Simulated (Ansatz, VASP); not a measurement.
MgO in VASP and in Ansatz

Contents of INCAR:

```
PREC = Accurate
ENCUT = 600
EDIFF = 1E-6
ISMEAR = 0
SIGMA = 0.05
LREAL = F
LASPH = T
NELM = 120
ALGO = Normal
ISIF = 2
LWAVE = F
LCHARG = T
GGA = PE
LELF = T
LVHAR = T
NBANDS = 11
GGA_COMPAT = F
```

KPOINTS

```
Automatic mesh
0
Gamma
  10 10 10
```

File POSCAR:

```
MgO
1.0
    0.0000000000      2.1351500000      2.1351500000
    2.1351500000      0.0000000000      2.1351500000
    2.1351500000      2.1351500000      0.0000000000
Mg O
1 1
Direct
    0.0000000000      0.0000000000      0.0000000000
    0.5000000000      0.5000000000      0.5082793572
```

Input for Ansatz:

```yaml
crystal:
  lattice:
    - [0.0, 2.13515, 2.13515]
    - [2.13515, 0.0, 2.13515]
    - [2.13515, 2.13515, 0.0]
  atoms:
    - { symbol: Mg, position: [0.0, 0.0, 0.0] }
    - { symbol: O, position: [0.5, 0.5, 0.5082793572] }
basis:
  ecutwfc: 420
kpoints:
  mp_grid: { grid: [10, 10, 10] }
hamiltonian:
  xc: pbe
scf:
  occupations: { method: gaussian, width: 0.05 }
output:
  forces: true
  stress: true
  eigenvalues: true
```

Change from the starting cell: all O atoms moved +0.025 Å, as atom 2 along Cartesian [1 1 0].

Alike in both runs: task single point; functional PBE; k mesh 10 × 10 × 10; occupations gaussian, width 0.05 eV; no spin polarisation.

|  | VASP | Ansatz |
| --- | --- | --- |
| version | VASP 6.6.1 | Ansatz 0.2.0 |
| potentials or method | VASP PAW PBE potentials, release 64 (Mg, O), cutoff 600 eV | scalar-relativistic, plane waves, PAW |
| valence electrons in the cell | 8 | 16 |

|  | VASP | Ansatz | Ansatz less VASP |
| --- | --- | --- | --- |
| gap on the k mesh at the Fermi level (eV) | 4.34 | 4.35 | +0.016 |
| least direct gap on the mesh (eV) | 4.34 | 4.35 | +0.016 |
| pressure (GPa) | -2.7 | -1.6 | +1.02 |
| traceless stress, the component that is largest in VASP (GPa) | -0.06 | -0.06 | +0.001 |
| rms of the force components (eV/Å) | 0.065 | 0.064 | -0.0009 |

Atom by atom the forces differ by 0.001 eV/Å (rms over components). VASP's potentials hold 8 valence electrons a cell and Ansatz's 16, so a difference there can come from the potentials and not from the codes.
